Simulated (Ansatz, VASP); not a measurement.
**One calculation of AlNi3, two programs**

Contents of INCAR:

```
SYSTEM = AlNi3
PREC = Accurate
ENCUT = 520
EDIFF = 1E-6
ISMEAR = 0
SIGMA = 0.1
LREAL = .FALSE.
LASPH = .TRUE.
NELM = 150
ALGO = Fast
ISIF = 2
LWAVE = .FALSE.
LCHARG = .FALSE.
ISPIN = 2
MAGMOM = 0 0.3 0.3 0.3
LORBIT = 11
LMAXMIX = 4
GGA = PE
NBANDS = 28
```

File KPOINTS:

```
regular mesh
0
G
  14 14 14
  0 0 0
```

The input POSCAR:

```
AlNi3
1.0
    3.5666788647      0.0000000000      0.0000000000
    0.0000000000      3.5666788647      0.0000000000
    0.0000000000      0.0000000000      3.5666788647
Al Ni
1 3
Direct
    0.0000000000      0.0000000000      0.0000000000
    0.0000000000      0.5000000000      0.5000000000
    0.5000000000      0.0000000000      0.5000000000
    0.5000000000      0.5000000000      0.0000000000
```

Input for Ansatz:

```yaml
crystal:
  lattice:
    - [3.5666788946, 0.0, 0.0]
    - [0.0, 3.5666788946, 0.0]
    - [0.0, 0.0, 3.5666788946]
  atoms:
    - { symbol: Al, position: [0.0, 0.0, 0.0] }
    - { symbol: Ni, position: [0.0, 0.5, 0.5], spin: 0.3 }
    - { symbol: Ni, position: [0.5, 0.0, 0.5], spin: 0.3 }
    - { symbol: Ni, position: [0.5, 0.5, 0.0], spin: 0.3 }
basis:
  ecutwfc: 420
kpoints:
  mp_grid: { grid: [14, 14, 14] }
hamiltonian:
  xc: pbe
scf:
  occupations: { method: gaussian, width: 0.1 }
output:
  forces: true
  stress: true
  eigenvalues: true
  populations: true
magnetization:
  spin_polarized: true
```

Alike in both runs: task single point; functional PBE; k mesh 14 × 14 × 14; occupations gaussian, width 0.1 eV; collinear spin.

```csv
,VASP,Ansatz
version,VASP 6.6.1,Ansatz 0.2.0
potentials or method,"VASP PAW PBE potentials, release 64 (Al, Ni), cutoff 520 eV","scalar-relativistic, plane waves, PAW"
valence electrons in the cell,33,57
```

```tsv
	VASP	Ansatz	Ansatz less VASP
gap on the k mesh at the Fermi level (eV)	none	none	-
pressure (GPa)	0.1	0.0	-0.05
net moment per atom (μB)	0.18	0.18	+0.007
size of the moment on the site where the two differ most (μB)	0.25	0.28	+0.021
```

Site moments also hang on the region over which each program counts them. A gap of «none» marks a metal or a gap that the smearing closes. VASP's potentials hold 33 valence electrons a cell and Ansatz's 57, so a difference there can come from the potentials and not from the codes.
